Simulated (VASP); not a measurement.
Input of a VASP 6.6.1 run:

Contents of INCAR:

```
SYSTEM = TaN
PREC = Accurate ; ENCUT = 520
EDIFF = 1E-6 ; ISMEAR = 0
SIGMA = 0.15 ; LREAL = .False.
LASPH = .True. ; NELM = 60
ALGO = Normal ; ISIF = 2
LWAVE = .False. ; LCHARG = .True.
GGA = PE ; LELF = .True.
LVHAR = .True. ; NBANDS = 24
```

File KPOINTS:

```
regular mesh
0
Gamma
  18 18 8
  0 0 0
```

Contents of POSCAR:

```
TaN
1.0
    3.0277564179      0.0000000000      0.0000000000
   -1.5138782090      2.6221139744      0.0000000000
    0.0000000000      0.0000000000      6.6135283437
Ta N
2 2
Direct
    0.3333333333      0.6666666667      0.0304880884
    0.6666666667      0.3333333333      0.5304880884
    0.3333333333      0.6666666667      0.3545119116
    0.6666666667      0.3333333333      0.8545119116
```

Potentials or basis: VASP PAW PBE potentials, release 64 (Ta_pv, N).

The run is started by

```console
$ cat potpaw_PBE.64/Ta_pv/POTCAR potpaw_PBE.64/N/POTCAR > POTCAR
$ mpirun -np 1 vasp_std > vasp.out
```

Task: Estimate the largest force.

Result: 1.485 eV/Å.

Task: Predict the pressure.

Result: -2.8 GPa.

Task: Estimate the band gap on the k mesh.

Result: 0.03 eV (least direct gap 0.43 eV).

Forces in eV/Å, atoms in the order of the input:
```
Ta   0.000  0.000  1.485
Ta   0.000  0.000  1.485
N    0.000  0.000 -1.485
N    0.000  0.000 -1.485
```

Caveat: spin-orbit coupling is left out, which moves the levels of the heavy elements; forces of over 1 eV/Å act on the atoms, so gaps and moduli don't describe the material at rest. A k mesh can miss the band edges.
